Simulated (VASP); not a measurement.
Runs of VASP 6.6.1 on CoSi (rocksalt type). The structure is that of space group Fm-3m (No. 225), or close to it. The cells are those of the table. 

| task | cell | k mesh for the DOS | occupations for the DOS | gap on the mesh (eV) | pressure (GPa) |
| --- | --- | --- | --- | --- | --- |
| single point | a = 3.193 Å, angles 60.0°, 2 atoms | - | - | none | 12.9 |
| single point | a = 2.809 Å, angles 60.0°, 2 atoms | - | - | none | (a) |
| single point | a = 3.123 Å, angles 60.0°, 2 atoms | - | - | none | 30.6 |
| single point | a = 3.025 Å, angles 60.0°, 2 atoms | - | - | none | 65.2 |

Alike in all rows: level PBEsol; potentials or basis VASP PAW PBE potentials, release 64 (Co, Si); no spin polarisation; k mesh 14 × 14 × 14; cutoff (eV) 520; smearing fermi-dirac 0.05 eV.

**Question.** Estimate the missing entries.

**Answer.** (a) 208.6.

Caveats: the PAW data sets were made with another functional, which shifts forces and pressure a little.

A gap of «none» marks levels without a gap at the run's occupations.
